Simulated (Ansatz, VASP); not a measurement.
**Two plane-wave programs on TaN**

The input INCAR:

```
ALGO = Normal
EDIFF = 1E-6
ENCUT = 600
GGA = PS
GGA_COMPAT = F
ISIF = 2
ISMEAR = 0
LASPH = T
LCHARG = F
LREAL = F
LWAVE = F
NBANDS = 16
NELM = 120
PREC = Accurate
SIGMA = 0.05
```

Contents of KPOINTS:

```
k-points
0
Gamma
  13 13 13
```

The input POSCAR:

```
TaN
1.0
    0.0000000000      2.1790000000      2.1790000000
    2.1790000000      0.0000000000      2.1790000000
    2.1790000000      2.1790000000      0.0000000000
Ta N
1 1
Direct
    0.5000000000      0.5000000000      0.5000000000
    0.0000000000      0.0000000000      0.0000000000
```

Input for Ansatz:

```yaml
crystal:
  lattice:
    - [0.0, 2.179, 2.179]
    - [2.179, 0.0, 2.179]
    - [2.179, 2.179, 0.0]
  atoms:
    - { symbol: Ta, position: [0.5, 0.5, 0.5] }
    - { symbol: "N", position: [0.0, 0.0, 0.0] }
basis:
  ecutwfc: 489.804952427784
kpoints:
  mp_grid:
    grid: [13, 13, 13]
hamiltonian:
  xc: pbesol
  pseudopotentials:
    kind: paw
scf:
  occupations:
    method: gaussian
    width: 0.05
output:
  stress: true
```

Alike in both runs: task single point; functional PBEsol; k mesh 13 × 13 × 13; occupations gaussian, width 0.05 eV; no spin polarisation.

|  | VASP | Ansatz |
| --- | --- | --- |
| version | VASP 6.6.1 | Ansatz 0.2.0 |
| potentials or method | VASP PAW PBE potentials, release 64 (Ta_sv_GW, N), cutoff 600 eV | plane waves, PAW |
| valence electrons in the cell | 18 | 18 |

VASP gave:

* pressure (GPa): 4.5

What did Ansatz give for the same quantities?

Pressure (GPa): 4.4.

VASP's potentials were made for PBE, not for PBEsol. With one functional, cell and mesh, what is left measures potentials, basis and numerics.

Neither program's run includes spin-orbit coupling.
